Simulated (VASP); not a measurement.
# NaF (Villiaumite) (I4mm) in VASP: notebook

Runs on NaF (Villiaumite). Level: PBEsol. Tasks: single point.

Program: VASP 6.6.1. These are calculated values, not measurements. Logs are shortened: lines on timing, memory, paths and dates and some standing lists are left out, and cuts for length are marked.

## 1. The cell of the first run

It takes space group I4mm (No. 107, tetragonal). Conventional cell: a = 3.281 Å, b = 3.281 Å, c = 4.640 Å, α = 90.00°, β = 90.00°, γ = 90.00°. Within 2.2 Å of Na (site symmetry 4mm) lie 1 F at 1.62 Å. Within 2.2 Å of F (site symmetry 4mm) lie 1 Na at 1.62 Å.

## 2. Single point, PBEsol (shortest bond scaled by 0.7)

INCAR reads:

```
SYSTEM = NaF
ALGO = Normal
EDIFF = 1E-6
ENCUT = 520
GGA = PS
ISIF = 2
ISMEAR = -1
LASPH = .TRUE.
LCHARG = .FALSE.
LREAL = .FALSE.
LWAVE = .FALSE.
NBANDS = 14
NELM = 100
PREC = Accurate
SIGMA = 0.03
```

KPOINTS reads:

```
k-points
0
G
  9 9 9
  0 0 0
```

POSCAR reads:

```
NaF
1.0
    0.0000000000      2.3200000000      2.3200000000
    2.3200000000      0.0000000000      2.3200000000
    2.3200000000      2.3200000000      0.0000000000
Na F
1 1
Direct
   -0.0750000000     -0.0750000000      0.0750000000
    0.5750000000      0.5750000000      0.4250000000
```

Potentials or basis: VASP PAW PBE potentials, release 64 (Na_pv, F).

Command:

```console
cat potpaw_PBE.64/Na_pv/POTCAR potpaw_PBE.64/F/POTCAR > POTCAR
mpirun -np 1 vasp_std > vasp.out
```

OUTCAR:

```text
SYSTEM = NaF
   EDIFF = 1E-6
   ENCUT = 520
   GGA = PS
   ISIF = 2
   ISMEAR = -1
   LASPH = .TRUE.
   LREAL = .FALSE.
   NELM = 100
   PREC = Accurate

 ion  position               nearest neighbor table
   1  0.925  0.925  0.075-   2 1.62
   2  0.575  0.575  0.425-   1 1.62

  LATTYP: Found a face centered cubic cell.
 ALAT       =     4.6400000000

  Lattice vectors:

 A1 = (   0.0000000000,   2.3200000000,   2.3200000000)
 A2 = (   2.3200000000,   0.0000000000,   2.3200000000)
 A3 = (   2.3200000000,   2.3200000000,   0.0000000000)

Analysis of symmetry for initial positions (statically):
=====================================================================
 Subroutine PRICEL returns:
 Original cell was already a primitive cell.

 Routine SETGRP: Setting up the symmetry group for a
 face centered cubic supercell.

 Subroutine GETGRP returns: Found  8 space group operations
 (whereof  8 operations were pure point group operations)
 out of a pool of 48 trial point group operations.

The static configuration has the point symmetry C_4v.

Analysis of symmetry for dynamics (positions and initial velocities):
=====================================================================
 Subroutine PRICEL returns:
 Original cell was already a primitive cell.

 Routine SETGRP: Setting up the symmetry group for a
 face centered cubic supercell.

 Subroutine GETGRP returns: Found  8 space group operations
 (whereof  8 operations were pure point group operations)
 out of a pool of 48 trial point group operations.

The dynamic configuration has the point symmetry C_4v.

 Subroutine INISYM returns: Found  8 space group operations
 (whereof  8 operations are pure point group operations),
 and found     1 'primitive' translations

----------------------------------------------------------------------------------------

                                     Primitive cell

  volume of cell :      24.9743

  direct lattice vectors                    reciprocal lattice vectors
     0.000000000  2.320000000  2.320000000    -0.215517241  0.215517241  0.215517241
     2.320000000  0.000000000  2.320000000     0.215517241 -0.215517241  0.215517241
     2.320000000  2.320000000  0.000000000     0.215517241  0.215517241 -0.215517241

  length of vectors
     3.280975465  3.280975465  3.280975465     0.373286812  0.373286812  0.373286812

  position of ions in fractional coordinates (direct lattice)
     0.925000000  0.925000000  0.075000000
     0.575000000  0.575000000  0.425000000

  ion indices of the primitive-cell ions
   primitive index   ion index
                 1           1
                 2           2

----------------------------------------------------------------------------------------

 KPOINTS: k-points

Automatic generation of k-mesh.
 Grid dimensions read from file:
 generate k-points for:    9    9    9

 Generating k-lattice:

  Cartesian coordinates                     Fractional coordinates (reciprocal lattice)
    -0.023946360  0.023946360  0.023946360     0.111111111  0.000000000  0.000000000
     0.023946360 -0.023946360  0.023946360     0.000000000  0.111111111  0.000000000
     0.023946360  0.023946360 -0.023946360     0.000000000  0.000000000  0.111111111

  Length of vectors
     0.041476312  0.041476312  0.041476312

  Shift w.r.t. Gamma in fractional coordinates (k-lattice)
     0.000000000  0.000000000  0.000000000

 Subroutine IBZKPT returns following result:
 ===========================================

 Found     75 irreducible k-points:

 Following reciprocal coordinates:
            Coordinates               Weight
  0.000000  0.000000  0.000000      1.000000
  0.111111  0.000000  0.000000      8.000000
  0.222222  0.000000  0.000000      8.000000
  0.333333  0.000000  0.000000      8.000000
  0.444444  0.000000  0.000000      8.000000
  0.111111  0.111111  0.000000      2.000000
[... 16 lines left out ...]
  0.000000  0.222222  0.222222      4.000000
  0.333333  0.222222  0.000000      8.000000
 [... further k-points ...]
   k-points           NKPTS =     75   k-points in BZ     NKDIM =     75   number of bands    NBANDS=     14
   number of dos      NEDOS =    301   number of ions     NIONS =      2
   total plane-waves  NPLWV =  13824
   dimension x,y,z NGX =    24 NGY =   24 NGZ =   24
   dimension x,y,z NGXF=    48 NGYF=   48 NGZF=   48
   ions per type =               1   1
   NGX,Y,Z   is equivalent  to a cutoff of  12.16, 12.16, 12.16 a.u.
   NGXF,Y,Z  is equivalent  to a cutoff of  24.32, 24.32, 24.32 a.u.
 SYSTEM =  NaF
   PREC   = accura    normal or accurate (medium, high low for compatibility)
   ISTART =      0    job   : 0-new  1-cont  2-samecut
   ICHARG =      2    charge: 1-file 2-atom 10-const
   ISPIN  =      1    spin polarized calculation?
   LNONCOLLINEAR =      F non collinear calculations
   LSORBIT =      F    spin-orbit coupling
   LASPH  =      T    aspherical Exc in radial PAW
   ENCUT  =  520.0 eV  38.22 Ry    6.18 a.u.   6.10  6.10  6.10*2*pi/ulx,y,z
   NELM   =    100;   NELMIN=  2; NELMDL= -5     # of ELM steps
   EDIFF  = 0.1E-05   stopping-criterion for ELM
   LREAL  =      F    real-space projection
   EDIFFG = 0.1E-04   stopping-criterion for IOM
   NSW    =      0    number of steps for IOM
   IBRION =     -1    ionic relax: 0-MD 1-quasi-New 2-CG
   NFREE  =      0    steps in history (QN), initial steepest desc. (CG)
   ISIF   =      2    stress and relaxation
   ISYM   =      2    0-nonsym 1-usesym 2-fastsym
   POTIM  = 0.5000    time-step for ionic-motion
   TEBEG  =    0.0;   TEEND  =   0.0 temperature during run
   PSTRESS=    0.0 pullay stress
   NELECT =      14.0000    total number of electrons
   NUPDOWN=      -1.0000    fix difference up-down
   EMIN   =  10.00;   EMAX   =-10.00  energy-range for DOS
   EFERMI =   0.00;   METHOD = LEGACY
   ISMEAR =    -1;   SIGMA  =   0.03  broadening in eV -4-tet -1-fermi 0-gaus
   EFERMI_NEDOS =   21; number of points for ismear=-14 and -15
   IALGO  =     38    algorithm
   IMIX   =      4    mixing-type and parameters
     AMIX     =   0.40;   BMIX     =  1.00
     AMIX_MAG =   1.60;   BMIX_MAG =  1.00
  volume/ion in A,a.u.               =      12.49        84.27
  Fermi-wavevector in a.u.,A,eV,Ry     =   1.349852  2.550851 24.791186  1.822101
  Thomas-Fermi vector in A             =   2.477405
   LORBIT       =      0    0 simple, 1 ext, 2 COOP (PROOUT), +10 PAW based schemes
   GGA     = PS    functional components
   LHFCALC =     F    Hartree Fock is set to
   AEXX    =    0.0000 exact exchange contribution
   IVDW    =     0    specifies the selected vdW correction
   LEPSILON=     F    determine dielectric tensor
   LRPA    =     F    only Hartree local field effects (RPA)
 non-spin polarized calculation
  energy-cutoff  :      520.00
  volume of cell :       24.97
 maximum number of plane-waves:       684
   NGX = 13   NGY = 13   NGZ = 13

 number of electron      14.0000014 magnetization

 Free energy of the ion-electron system (eV)
  ---------------------------------------------------
  ext. energy  EPLUGINS =         0.00000000
  ---------------------------------------------------
  free energy    TOTEN  =        -7.07680015 eV

  energy without entropy =       -7.07680015  energy(sigma->0) =       -7.07680015

 E-fermi :  -1.3525     XC(G=0):  -9.1666

 val. band max:       -1.9753067262   @ k =   0.0000   0.0000   0.0000
 cond. band min:       3.7682216346   @ k =   0.0000   0.0000   0.0000
 fundamental gap:      5.7435283608
 Fermi energy:        -1.3524873937

 k-point     1 :       0.0000    0.0000    0.0000
  band No.  band energies     occupation
      1     -22.5369      2.00000
      2     -20.6369      2.00000
      3     -20.6369      2.00000
      4     -19.5808      2.00000
      5      -2.3967      2.00000
      6      -2.3967      2.00000
      7      -1.9753      2.00000
      8       3.7682      0.00000
      9      17.1458      0.00000
     10      17.8982      0.00000
     11      17.8982      0.00000
     12      18.7213      0.00000
     13      21.8045      0.00000
     14      22.1940      0.00000

 k-point     2 :       0.1111    0.0000    0.0000
  band No.  band energies     occupation
      1     -22.5662      2.00000
      2     -20.6538      2.00000
      3     -20.6399      2.00000
      4     -19.5220      2.00000
      5      -2.5760      2.00000
      6      -2.4086      2.00000
      7      -2.0262      2.00000
      8       4.1929      0.00000
      9      15.5097      0.00000
     10      17.4863      0.00000
     11      17.8668      0.00000
     12      20.3651      0.00000
     13      21.3335      0.00000
     14      22.1130      0.00000

 k-point     3 :       0.2222    0.0000    0.0000
  band No.  band energies     occupation
      1     -22.6364      2.00000
      2     -20.6884      2.00000
      3     -20.6473      2.00000
      4     -19.3832      2.00000
      5      -3.0144      2.00000
      6      -2.4389      2.00000
      7      -2.0910      2.00000
      8       5.2660      0.00000
      9      13.3611      0.00000
     10      17.4119      0.00000
     11      17.6819      0.00000
     12      20.5527      0.00000
     13      21.1620      0.00000
     14      22.5849      0.00000

 k-point     4 :       0.3333    0.0000    0.0000
  band No.  band energies     occupation
      1     -22.7119      2.00000
      2     -20.7180      2.00000
      3     -20.6558      2.00000
      4     -19.2394      2.00000
      5      -3.4477      2.00000
      6      -2.4736      2.00000
      7      -2.1392      2.00000
      8       6.6495      0.00000
      9      11.5370      0.00000
     10      17.3207      0.00000
     11      17.3737      0.00000
     12      20.4466      0.00000
     13      21.5554      0.00000
     14      22.4997      0.00000

 k-point     5 :       0.4444    0.0000    0.0000
  band No.  band energies     occupation
      1     -22.7591      2.00000
      2     -20.7336      2.00000
      3     -20.6613      2.00000
      4     -19.1517      2.00000
      5      -3.6997      2.00000
      6      -2.4964      2.00000
      7      -2.1667      2.00000
      8       8.0392      0.00000
      9      10.0329      0.00000
     10      17.1590      0.00000
     11      17.2755      0.00000
[... 276 lines left out ...]
 k-point    22 :       0.2222    0.2222    0.0000
  band No.  band energies     occupation
      1     -22.7328      2.00000
      2     -20.6666      2.00000
      3     -20.6666      2.00000
      4     -19.2760      2.00000
      5      -2.6411      2.00000
      6      -2.5034      2.00000
      7      -2.5034      2.00000
      8       5.5111      0.00000
      9      13.0658      0.00000
     10      17.3546      0.00000
     11      17.6592      0.00000
     12      17.6592      0.00000
     13      23.1358      0.00000
     14      25.4642      0.00000

 k-point    23 :       0.0000    0.2222    0.2222
  band No.  band energies     occupation
      1     -22.5964      2.00000
      2     -20.7182      2.00000
      3     -20.6567      2.00000
      4     -19.3981      2.00000
      5      -3.0652      2.00000
      6      -2.6092      2.00000
      7      -2.0522      2.00000
      8       5.7887      0.00000
      9      13.8494      0.00000
     10      15.1978      0.00000
     11      16.8096      0.00000
     12      19.5180      0.00000
     13      22.9950      0.00000
     14      25.3358      0.00000

 k-point    24 :       0.3333    0.2222    0.0000
  band No.  band energies     occupation
      1     -22.7846      2.00000
      2     -20.6870      2.00000
      3     -20.6775      2.00000
      4     -19.1841      2.00000
      5      -2.9427      2.00000
      6      -2.5406      2.00000
      7      -2.4690      2.00000
      8       6.4522      0.00000
      9      12.1338      0.00000
     10      15.6569      0.00000
     11      17.5308      0.00000
     12      17.9934      0.00000
     13      23.5450      0.00000
     14      25.0326      0.00000

 [... further k-points ...]
[... 5 lines left out ...]
  --------------------------------------------------------------------------------------
  -------------------------------------------------------------------------------------
  Total       -0.4408628     -0.4408628     14.4623174      0.0000000      0.0000000      0.0000000
  in kB      -28.2826468    -28.2826468    927.8003243      0.0000000      0.0000000      0.0000000
  external PRESSURE =     290.4116769 kB  Pullay stress =       0.0000000 kB

 VOLUME and BASIS-vectors are now :
 -----------------------------------------------------------------------------
  energy-cutoff  :      520.00
  volume of cell :       24.97
      direct lattice vectors                 reciprocal lattice vectors
     0.000000000  2.320000000  2.320000000    -0.215517241  0.215517241  0.215517241
     2.320000000  0.000000000  2.320000000     0.215517241 -0.215517241  0.215517241
     2.320000000  2.320000000  0.000000000     0.215517241  0.215517241 -0.215517241

 POSITION                                       TOTAL-FORCE (eV/Angst)
 -----------------------------------------------------------------------------------
      2.32000      2.32000      4.29200         0.000000      0.000000      9.243231
      2.32000      2.32000      2.66800         0.000000      0.000000     -9.243231
 -----------------------------------------------------------------------------------
    total drift:                               -0.000014     -0.000014      0.000041

  FREE ENERGIE OF THE ION-ELECTRON SYSTEM (eV)
  ---------------------------------------------------
  free  energy   TOTEN  =        -7.0768001536 eV

  energy  without entropy=       -7.0768001536  energy(sigma->0) =       -7.07680015
```

Run time: 8.6 s. Hardware: 1 thread of Intel Xeon Platinum 8488C (Sapphire Rapids), shared host; peak memory 0.14 GiB.

What came out:

```yaml
Free_energy: -7.0768 eV
Pressure: 29.0 GPa
Largest_force: 9.243 eV/Å
Band_gap_on_the_k_mesh: 5.74 eV, direct
```

Forces in eV/Å, atoms in the order of the input:
```
Na   0.000  0.000  9.243
F    0.000  0.000 -9.243
```

Stress tensor (GPa, compression positive):
```
-2.83  0.00  0.00
 0.00 -2.83  0.00
 0.00  0.00 92.78
```

Levels at points of the mesh, in eV from the valence-band top:
```csv
k point,band 5,band 6,band 7,band 8,band 9,band 10
"(0.00, 0.00, 0.00)",-0.42,-0.42,0.00,5.74,19.12,19.87
```

Caveat: the cell differs from its parent crystal (shortest bond scaled by 0.7); the PAW data sets were made with another functional, which shifts forces and pressure a little.

(Part 1 of 2 ends here.)
